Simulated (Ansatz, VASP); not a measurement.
**Ga in VASP and in Ansatz**

INCAR

```
SYSTEM = Ga
PREC = Accurate ; ENCUT = 520
EDIFF = 1E-8 ; ISMEAR = -1
SIGMA = 0.03 ; LREAL = .False.
LASPH = .True. ; NELM = 80
ALGO = Normal ; ISIF = 2
LWAVE = .False. ; LCHARG = .False.
GGA = PE ; LEFG = .True.
NBANDS = 12
```

The input KPOINTS:

```
regular mesh
0
Gamma
  17 17 17
  0 0 0
```

The input POSCAR:

```
Ga
1.0
   -1.7132971535      1.7132971535      1.6879774911
    1.7132971535     -1.7132971535      1.6879774911
    1.7132971535      1.7132971535     -1.6879774911
Ga
1
Direct
    0.0000000000      0.0000000000      0.0000000000
```

Input for Ansatz:

```yaml
crystal:
  lattice:
    - [-1.7132971535, 1.7132971535, 1.6879774911]
    - [1.7132971535, -1.7132971535, 1.6879774911]
    - [1.7132971535, 1.7132971535, -1.6879774911]
  atoms:
    - { symbol: Ga, position: [0.0, 0.0, 0.0] }
kpoints:
  mp_grid: { grid: [17, 17, 17] }
scf:
  occupations: { method: fermi_dirac, width: 0.03 }
hamiltonian:
  xc: pbe
  pseudopotentials: { kind: paw }
output:
  forces: true
  stress: true
  eigenvalues: true
  efg: { contact_densities: true }
```

Change from the starting cell: x and y stretched by +1.5 %, z held, PAW files.

Alike in both runs: task electric field gradients; functional PBE; k mesh 17 × 17 × 17; occupations fermi-dirac, width 0.03 eV; no spin polarisation.

|  | VASP | Ansatz |
| --- | --- | --- |
| version | VASP 6.6.1 | Ansatz 0.2.0 |
| potentials or method | VASP PAW PBE potentials, release 64 (Ga_d) | PAW with Ansatz's default frozen-core files, scalar-relativistic |
| plane-wave cutoff (eV) | 520 | 420 |
| valence electrons in the cell | 13 | 13 |

|  | VASP | Ansatz | Ansatz less VASP |
| --- | --- | --- | --- |
| pressure (GPa) | -1.2 | -1.3 | -0.07 |
| traceless stress, the component that is largest in VASP (GPa) | -0.31 | -0.31 | -0.001 |
| size of Vzz on the site where it differs most (V/Å²) | 0.6 | 0.6 | +0.03 |
